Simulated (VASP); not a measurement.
Crystal: Re.

```
Re
1.0
     2.76080    0.00000    0.00000
    -1.38040    2.39092    0.00000
     0.00000    0.00000    4.45820
Re
2
Cartesian
  1.3804 0.7970 3.3436
  0.0000 1.5939 1.1145
```

Base run:

* Program: VASP 6.6.1
* Functional: revPBE
* Potentials or basis: VASP PAW PBE potentials, release 64 (Re)
* Cutoff: 520 eV
* k mesh: 11 × 11 × 6
* Occupations: fermi-dirac, width 0.05 eV
* Spin: no spin polarisation

Its results: band gap on the k mesh zero (band 7 reaches 9.28 eV, above the bottom of band 8 at 6.24 eV); pressure 8.3 GPa.

Problem. The run is repeated on the same cell with these changes: functional from revPBE to r2SCAN. What comes out?

Solution. Band gap on the k mesh zero (band 7 reaches 9.01 eV, above the bottom of band 8 at 5.92 eV); pressure -0.4 GPa.

Caveats: the PAW data sets were made with another functional, which shifts forces and pressure a little; spin-orbit coupling is left out, which moves the levels of the heavy elements.
